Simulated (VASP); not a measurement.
# AlN (P6_3mc) in VASP: further runs

AlN is run at these levels: r2SCAN; tasks: relaxation of shape and atoms at fixed volume.

All numbers are computed with VASP 6.6.1; they aren't measurements. Logs are shortened: lines on timing, memory, paths and dates and some standing lists are left out, and cuts for length are marked.

## 1. The cell of the first run

Symmetry: P6_3mc, No. 186, hexagonal system. Conventional cell: a = 3.137 Å, b = 3.137 Å, c = 5.028 Å, α = 90.00°, β = 90.00°, γ = 120.00°. Within 2.5 Å of Al (site symmetry 3m) lie 4 N at 1.91 to 1.92 Å. N (site symmetry 3m) has 4 Al at 1.91 to 1.92 Å within 2.5 Å.

## 2. Relaxation of shape and atoms at fixed volume, r2SCAN (10.72 Å³/atom)

Input file POSCAR:

```
AlN
1.0
    3.1374614510      0.0000000000      0.0000000000
   -1.5687307255      2.7171213200      0.0000000000
    0.0000000000      0.0000000000      5.0277528044
Al N
2 2
Direct
    0.3333333333      0.6666666667     -0.0008029842
    0.6666666667      0.3333333333      0.4991970158
    0.3333333333      0.6666666667      0.3808029842
    0.6666666667      0.3333333333      0.8808029842
```

Input file INCAR.step1:

```
ALGO = Normal
EDIFF = 1E-4
ENCUT = 600
GGA = PE
ISMEAR = 0
LASPH = T
LCHARG = F
LREAL = F
LWAVE = T
NELM = 100
PREC = Accurate
SIGMA = 0.02
```

Input file INCAR.step2:

```
ALGO = Normal
EDIFF = 1E-7
EDIFFG = -0.01
ENCUT = 600
IBRION = 2
ISIF = 4
ISMEAR = 0
ISTART = 1
LASPH = T
LCHARG = F
LMIXTAU = T
LREAL = F
LWAVE = F
METAGGA = R2SCAN
NELM = 100
NSW = 50
PREC = Accurate
SIGMA = 0.02
```

Input file KPOINTS:

```
k-points
0
Gamma
  12 12 6
```

Potentials or basis: VASP PAW PBE potentials, release 64 (Al, N).

The run is started by

```sh
cat potpaw_PBE.64/Al/POTCAR potpaw_PBE.64/N/POTCAR > POTCAR
cp INCAR.step1 INCAR
mpirun -np 1 vasp_std > vasp.out
cp INCAR.step2 INCAR
mpirun -np 1 vasp_std > vasp.out
```

OUTCAR:

```text
EDIFF = 1E-7
   EDIFFG = -0.01
   ENCUT = 600
   IBRION = 2
   ISIF = 4
   ISMEAR = 0
   ISTART = 1
   LASPH = T
   LREAL = F
   METAGGA = R2SCAN
   NELM = 100
   NSW = 50
   PREC = Accurate

 ion  position               nearest neighbor table
   1  0.333  0.667  0.999-   4 1.91   4 1.91   4 1.91   3 1.92   2 3.10   2 3.10   2 3.10   2 3.10
                             2 3.10   2 3.10
   2  0.667  0.333  0.499-   3 1.91   3 1.91   3 1.91   4 1.92   1 3.10   1 3.10   1 3.10   1 3.10
                             1 3.10   1 3.10
   3  0.333  0.667  0.381-   2 1.91   2 1.91   2 1.91   1 1.92
   4  0.667  0.333  0.881-   1 1.91   1 1.91   1 1.91   2 1.92

  LATTYP: Found a hexagonal cell.
 ALAT       =     3.1374614510
 C/A-ratio  =     1.6024907024

  Lattice vectors:

 A1 = (   3.1374614510,   0.0000000000,   0.0000000000)
 A2 = (  -1.5687307255,   2.7171213200,   0.0000000000)
 A3 = (   0.0000000000,   0.0000000000,   5.0277528044)

Analysis of symmetry for initial positions (statically):
=====================================================================
 Subroutine PRICEL returns:
 Original cell was already a primitive cell.

 Routine SETGRP: Setting up the symmetry group for a
 hexagonal supercell.

 Subroutine GETGRP returns: Found 12 space group operations
 (whereof  6 operations were pure point group operations)
 out of a pool of 24 trial point group operations.

The static configuration has the point symmetry C_3v.
 The point group associated with its full space group is C_6v.

Analysis of symmetry for dynamics (positions and initial velocities):
=====================================================================
 Subroutine PRICEL returns:
 Original cell was already a primitive cell.

 Routine SETGRP: Setting up the symmetry group for a
 hexagonal supercell.

 Subroutine GETGRP returns: Found 12 space group operations
 (whereof  6 operations were pure point group operations)
 out of a pool of 24 trial point group operations.

The dynamic configuration has the point symmetry C_3v.
 The point group associated with its full space group is C_6v.

 Subroutine INISYM returns: Found 12 space group operations
 (whereof  6 operations are pure point group operations),
 and found     1 'primitive' translations

----------------------------------------------------------------------------------------

                                     Primitive cell

  volume of cell :      42.8609

  direct lattice vectors                    reciprocal lattice vectors
     3.137461451  0.000000000  0.000000000     0.318729016  0.184018283  0.000000000
    -1.568730726  2.717121320  0.000000000     0.000000000  0.368036566  0.000000000
     0.000000000  0.000000000  5.027752804     0.000000000  0.000000000  0.198896016

  length of vectors
     3.137461451  3.137461451  5.027752804     0.368036566  0.368036566  0.198896016

  position of ions in fractional coordinates (direct lattice)
     0.333333333  0.666666667  0.999197016
     0.666666667  0.333333333  0.499197016
     0.333333333  0.666666667  0.380802984
     0.666666667  0.333333333  0.880802984

  ion indices of the primitive-cell ions
   primitive index   ion index
                 1           1
                 2           2
                 3           3
                 4           4

----------------------------------------------------------------------------------------

 KPOINTS: k-points

Automatic generation of k-mesh.
 Grid dimensions read from file:
 generate k-points for:   12   12    6

 Generating k-lattice:

  Cartesian coordinates                     Fractional coordinates (reciprocal lattice)
     0.026560751  0.015334857  0.000000000     0.083333333  0.000000000  0.000000000
     0.000000000  0.030669714  0.000000000     0.000000000  0.083333333  0.000000000
     0.000000000  0.000000000  0.033149336     0.000000000  0.000000000  0.166666667

  Length of vectors
     0.030669714  0.030669714  0.033149336

  Shift w.r.t. Gamma in fractional coordinates (k-lattice)
     0.000000000  0.000000000  0.000000000

 Subroutine IBZKPT returns following result:
 ===========================================

 Found     76 irreducible k-points:

 Following reciprocal coordinates:
            Coordinates               Weight
  0.000000  0.000000  0.000000      1.000000
  0.083333 -0.000000  0.000000      6.000000
  0.166667 -0.000000  0.000000      6.000000
  0.250000  0.000000  0.000000      6.000000
  0.333333  0.000000  0.000000      6.000000
  0.416667 -0.000000  0.000000      6.000000
[... 16 lines left out ...]
  0.250000  0.000000  0.166667     12.000000
  0.333333  0.000000  0.166667     12.000000
 [... further k-points ...]
   k-points           NKPTS =     76   k-points in BZ     NKDIM =     76   number of bands    NBANDS=     12
   number of dos      NEDOS =    301   number of ions     NIONS =      4
   total plane-waves  NPLWV =  31360
   dimension x,y,z NGX =    28 NGY =   28 NGZ =   40
   dimension x,y,z NGXF=    56 NGYF=   56 NGZF=   80
   ions per type =               2   2
   NGX,Y,Z   is equivalent  to a cutoff of  14.84, 14.84, 13.23 a.u.
   NGXF,Y,Z  is equivalent  to a cutoff of  29.67, 29.67, 26.45 a.u.
 SYSTEM =  unknown system
   PREC   = accura    normal or accurate (medium, high low for compatibility)
   ISTART =      1    job   : 0-new  1-cont  2-samecut
   ICHARG =      0    charge: 1-file 2-atom 10-const
   ISPIN  =      1    spin polarized calculation?
   LNONCOLLINEAR =      F non collinear calculations
   LSORBIT =      F    spin-orbit coupling
   LASPH  =      T    aspherical Exc in radial PAW
   ENCUT  =  600.0 eV  44.10 Ry    6.64 a.u.   6.27  6.27 10.04*2*pi/ulx,y,z
   NELM   =    100;   NELMIN=  2; NELMDL=  0     # of ELM steps
   EDIFF  = 0.1E-06   stopping-criterion for ELM
   LREAL  =      F    real-space projection
   EDIFFG = -.1E-01   stopping-criterion for IOM
   NSW    =     50    number of steps for IOM
   IBRION =      2    ionic relax: 0-MD 1-quasi-New 2-CG
   NFREE  =      1    steps in history (QN), initial steepest desc. (CG)
   ISIF   =      4    stress and relaxation
   ISYM   =      2    0-nonsym 1-usesym 2-fastsym
   POTIM  = 0.5000    time-step for ionic-motion
   TEBEG  =    0.0;   TEEND  =   0.0 temperature during run
   PSTRESS=    0.0 pullay stress
   NELECT =      16.0000    total number of electrons
   NUPDOWN=      -1.0000    fix difference up-down
   EMIN   =  10.00;   EMAX   =-10.00  energy-range for DOS
   EFERMI =   0.00;   METHOD = LEGACY
   ISMEAR =     0;   SIGMA  =   0.02  broadening in eV -4-tet -1-fermi 0-gaus
   EFERMI_NEDOS =   21; number of points for ismear=-14 and -15
   IALGO  =     38    algorithm
   IMIX   =      4    mixing-type and parameters
     AMIX     =   0.40;   BMIX     =  1.00
     AMIX_MAG =   1.60;   BMIX_MAG =  1.00
  volume/ion in A,a.u.               =      10.72        72.31
  Fermi-wavevector in a.u.,A,eV,Ry     =   1.178766  2.227545 18.905159  1.389490
  Thomas-Fermi vector in A             =   2.315089
   LORBIT       =      0    0 simple, 1 ext, 2 COOP (PROOUT), +10 PAW based schemes
   METAGGA = R2SCAN    functional components
   LHFCALC =     F    Hartree Fock is set to
   AEXX    =    0.0000 exact exchange contribution
   IVDW    =     0    specifies the selected vdW correction
   LEPSILON=     F    determine dielectric tensor
   LRPA    =     F    only Hartree local field effects (RPA)
 conjugate gradient relaxation of ions
 non-spin polarized calculation
 Gauss-broadening in eV      SIGMA  =   0.02
  energy-cutoff  :      600.00
  volume of cell :       42.86
 maximum number of plane-waves:      1454
 NGX is ok and might be reduce to    28
   NGX = 13   NGY = 13   NGZ = 21

--------------------------------------- Ionic step        1  -------------------------------------------

 number of electron      15.9999999 magnetization

 Free energy of the ion-electron system (eV)
  ---------------------------------------------------
  ext. energy  EPLUGINS =         0.00000000
  ---------------------------------------------------
  free energy    TOTEN  =       -38.43049409 eV

  energy without entropy =      -38.43049409  energy(sigma->0) =      -38.43049409

------------------------ aborting loop because EDIFF is reached ----------------------------------------

  FORCE on cell =-STRESS in cart. coord.  units (eV):
  Direction    XX          YY          ZZ          XY          YZ          ZX
  --------------------------------------------------------------------------------------
  -------------------------------------------------------------------------------------
  Total       -1.7020321     -1.7020321     -1.5843808      0.0000000      0.0000000     -0.0000000
  in kB      -63.6234148    -63.6234148    -59.2255113      0.0000000      0.0000000     -0.0000000
  external PRESSURE =     -62.1574470 kB  Pullay stress =       0.0000000 kB
[... 99 lines left out ...]
  energy  without entropy=      -38.4305708363  energy(sigma->0) =      -38.43057084

--------------------------------------- Ionic step        4  -------------------------------------------

 number of electron      15.9999999 magnetization

 Free energy of the ion-electron system (eV)
  ---------------------------------------------------
  ext. energy  EPLUGINS =         0.00000000
  ---------------------------------------------------
  free energy    TOTEN  =       -38.43058301 eV

  energy without entropy =      -38.43058301  energy(sigma->0) =      -38.43058301

 E-fermi :   5.7026     XC(G=0): -11.2829

 val. band max:        5.6249752643   @ k =   0.0000   0.0000   0.0000
 cond. band min:      10.2854682631   @ k =   0.0000   0.0000   0.0000
 fundamental gap:      4.6604929988
 Fermi energy:         5.7025700162

 k-point     1 :       0.0000    0.0000    0.0000
  band No.  band energies     occupation
      1     -10.1639      2.00000
      2      -8.1391      2.00000
      3      -0.3036      2.00000
      4       4.7801      2.00000
      5       4.7801      2.00000
      6       5.4287      2.00000
      7       5.4287      2.00000
      8       5.6250      2.00000
      9      10.2855      0.00000
     10      12.9259      0.00000
     11      16.9846      0.00000
     12      17.4803      0.00000
[... 331 lines left out ...]
 k-point    24 :       0.3333    0.0000    0.1667
  band No.  band energies     occupation
      1      -8.8914      2.00000
      2      -7.7447      2.00000
      3       0.7736      2.00000
      4       1.7183      2.00000
      5       2.3228      2.00000
      6       3.8725      2.00000
      7       4.8439      2.00000
      8       4.9801      2.00000
      9      12.0725      0.00000
     10      12.9220      0.00000
     11      14.7508      0.00000
     12      16.5316      0.00000

 [... further k-points ...]

------------------------ aborting loop because EDIFF is reached ----------------------------------------

  FORCE on cell =-STRESS in cart. coord.  units (eV):
  Direction    XX          YY          ZZ          XY          YZ          ZX
  --------------------------------------------------------------------------------------
  -------------------------------------------------------------------------------------
  Total       -1.6596026     -1.6596026     -1.6500455      0.0000000      0.0000000     -0.0000000
  in kB      -62.0373640    -62.0373640    -61.6801128      0.0000000      0.0000000     -0.0000000
  external PRESSURE =     -61.9182803 kB  Pullay stress =       0.0000000 kB
[... 19 lines left out ...]
  FREE ENERGIE OF THE ION-ELECTRON SYSTEM (eV)
  ---------------------------------------------------
  free  energy   TOTEN  =       -38.4305830128 eV

  energy  without entropy=      -38.4305830128  energy(sigma->0) =      -38.43058301

 reached required accuracy - stopping structural energy minimisation
```

Run time: 5.8 min. Hardware: 1 thread of Intel Xeon Platinum 8488C (Sapphire Rapids), shared host; peak memory 0.2 GiB.

What came out:

```yaml
Free_energy: -38.4306 eV
Energy_gained_by_relaxing: 0.0 meV/atom
Ionic_steps: 4
Pressure_after_relaxing: -6.2 GPa
Largest_force_after_relaxing: 0.005 eV/Å
Band_gap_on_the_k_mesh: 4.66 eV
```

Forces in eV/Å, atoms in the order of the input:
```
Al   0.000  0.000 -0.005
Al   0.000  0.000 -0.005
N    0.000  0.000  0.005
N    0.000  0.000  0.005
```

Final structure:
```
Al N
1.0
     3.13557    0.00000    0.00000
    -1.56779    2.71549    0.00000
     0.00000    0.00000    5.03381
Al N
2 2
Cartesian
  0.0000 1.8103 5.0311
  1.5678 0.9052 2.5142
  0.0000 1.8103 1.9155
  1.5678 0.9052 4.4325
```

Levels at points of the mesh, in eV from the valence-band top:
| k point | band 4 | band 5 | band 6 | band 7 | band 8 | band 9 | band 10 | band 11 | band 12 |
| --- | --- | --- | --- | --- | --- | --- | --- | --- | --- |
| (0.00, 0.00, 0.00) | -0.84 | -0.84 | -0.20 | -0.20 | 0.00 | 4.66 | 7.30 | 11.36 | 11.86 |
| (0.50, 0.00, 0.00) | -4.14 | -3.31 | -2.07 | -1.72 | -0.68 | 6.38 | 6.47 | 8.80 | 11.04 |
| (0.00, 0.00, 0.50) | -3.32 | -0.53 | -0.53 | -0.53 | -0.53 | 7.01 | 7.01 | 11.07 | 11.07 |
| (0.50, 0.00, 0.50) | -5.53 | -1.45 | -1.45 | -1.36 | -1.36 | 5.90 | 5.90 | 9.97 | 9.97 |

Caveat: the PAW data sets were made with another functional, which shifts forces and pressure a little.

## 3. Relaxation of shape and atoms at fixed volume, r2SCAN (11.03 Å³/atom)

This run uses another cell than the first one, of 11.03 Å³/atom.

Input file POSCAR:

```
AlN
1.0
    3.1660029385      0.0000000000      0.0000000000
   -1.5830014692      2.7418389732      0.0000000000
    0.0000000000      0.0000000000      5.0813221228
Al N
2 2
Direct
    0.3333333333      0.6666666667     -0.0006309280
    0.6666666667      0.3333333333      0.4993690720
    0.3333333333      0.6666666667      0.3806309280
    0.6666666667      0.3333333333      0.8806309280
```

Input file INCAR.step1:

```
PREC     = Accurate       # precision mode
ENCUT    = 600            # plane-wave cutoff, eV
ISMEAR   = 0              # smearing method
SIGMA    = 0.02           # smearing width, eV
LREAL    = False          # projectors in reciprocal space
LASPH    = True           # aspherical terms in the spheres
NELM     = 80             # most SCF steps
GGA      = PE             # functional
ALGO     = Normal         # electronic algorithm
EDIFF    = 1E-4           # SCF threshold, eV
LWAVE    = True           # write WAVECAR
LCHARG   = False          # write CHGCAR
```

Input file INCAR.step2:

```
PREC     = Accurate       # precision mode
ENCUT    = 600            # plane-wave cutoff, eV
EDIFF    = 1E-6           # SCF threshold, eV
ISMEAR   = 0              # smearing method
SIGMA    = 0.02           # smearing width, eV
LREAL    = False          # projectors in reciprocal space
LASPH    = True           # aspherical terms in the spheres
NELM     = 80             # most SCF steps
ALGO     = Normal         # electronic algorithm
ISIF     = 4              # what is computed and relaxed
LWAVE    = False          # write WAVECAR
LCHARG   = False          # write CHGCAR
METAGGA  = R2SCAN         # meta-GGA
LMIXTAU  = True         
IBRION   = 2              # ionic algorithm
NSW      = 50             # ionic steps
EDIFFG   = -0.01          # ionic threshold
ISTART   = 1
```

Input file KPOINTS:

```
regular mesh
0
Gamma
  12 12 6
```

Potentials or basis: VASP PAW PBE potentials, release 64 (Al, N).

The run is started by

```sh
cat potpaw_PBE.64/Al/POTCAR potpaw_PBE.64/N/POTCAR > POTCAR
cp INCAR.step1 INCAR
mpirun -np 1 vasp_std > vasp.out
cp INCAR.step2 INCAR
mpirun -np 1 vasp_std > vasp.out
```

Wall time 3.5 min (1 thread of Intel Xeon Platinum 8488C (Sapphire Rapids), shared host); peak memory 0.21 GiB.

The run converged. Its results:

| Item | Value |
| --- | --- |
| Free energy | -38.3626 eV |
| Energy gained by relaxing | 0.0 meV/atom |
| Ionic steps | 2 |
| Pressure after relaxing | -11.3 GPa |
| Largest force after relaxing | 0.008 eV/Å |
| Band gap on the k mesh | 4.40 eV |

Forces in eV/Å, atoms in the order of the input:
```
Al   0.000  0.000  0.008
Al   0.000  0.000  0.008
N    0.000  0.000 -0.008
N    0.000  0.000 -0.008
```

Stress tensor (GPa, compression positive):
```
-11.33   0.00   0.00
  0.00 -11.33   0.00
  0.00   0.00 -11.24
```

Final structure:
```
Al N
1.0
     3.16473    0.00000    0.00000
    -1.58237    2.74074    0.00000
     0.00000    0.00000    5.08540
Al N
2 2
Direct
  0.33333 0.66667 0.99954
  0.66667 0.33333 0.49954
  0.33333 0.66667 0.38046
  0.66667 0.33333 0.88046
```

Levels at points of the mesh, in eV from the valence-band top:
| k point | band 5 | band 6 | band 7 | band 8 | band 9 | band 10 | band 11 | band 12 |
| --- | --- | --- | --- | --- | --- | --- | --- | --- |
| (0.00, 0.00, 0.00) | -0.82 | -0.18 | -0.18 | 0.00 | 4.40 | 7.06 | 11.12 | 11.65 |
| (0.50, 0.00, 0.00) | -3.24 | -2.02 | -1.67 | -0.67 | 6.30 | 6.37 | 8.54 | 10.83 |
| (0.00, 0.00, 0.50) | -0.51 | -0.51 | -0.51 | -0.51 | 6.75 | 6.75 | 10.82 | 10.82 |
| (0.50, 0.00, 0.50) | -1.42 | -1.42 | -1.33 | -1.33 | 5.79 | 5.79 | 9.79 | 9.79 |

Caveat: the PAW data sets were made with another functional, which shifts forces and pressure a little. A k mesh can miss the band edges.
